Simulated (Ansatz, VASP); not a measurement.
# MgO: VASP beside Ansatz

```
Mg O
1.0
     0.00000    2.10713    2.10713
     2.10713    0.00000    2.10713
     2.10713    2.10713    0.00000
Mg O
1 1
Direct
  0.00000 0.00000 0.00000
  0.50000 0.50000 0.50000
```

Alike in both runs: task single point; functional HF; k mesh 6 × 6 × 6; no spin polarisation.

|  | VASP | Ansatz |
| --- | --- | --- |
| version | VASP 6.6.1 | Ansatz 0.2.0 |
| potentials or method | VASP PAW PBE potentials, release 64 (Mg, O), cutoff 520 eV | scalar-relativistic, plane waves, PAW |
| occupations | gaussian, width 0.01 eV | fixed |
| valence electrons in the cell | 8 | 16 |

```csv
,VASP,Ansatz,Ansatz less VASP
gap on the k mesh at the Fermi level (eV),15.48,15.60,+0.122
least direct gap on the mesh (eV),15.48,15.60,+0.122
```

VASP's potentials were made for PBE, not for HF. VASP's potentials hold 8 valence electrons a cell and Ansatz's 16, so a difference there can come from the potentials and not from the codes.

The k mesh is coarse, so the values compare programs but aren't converged.
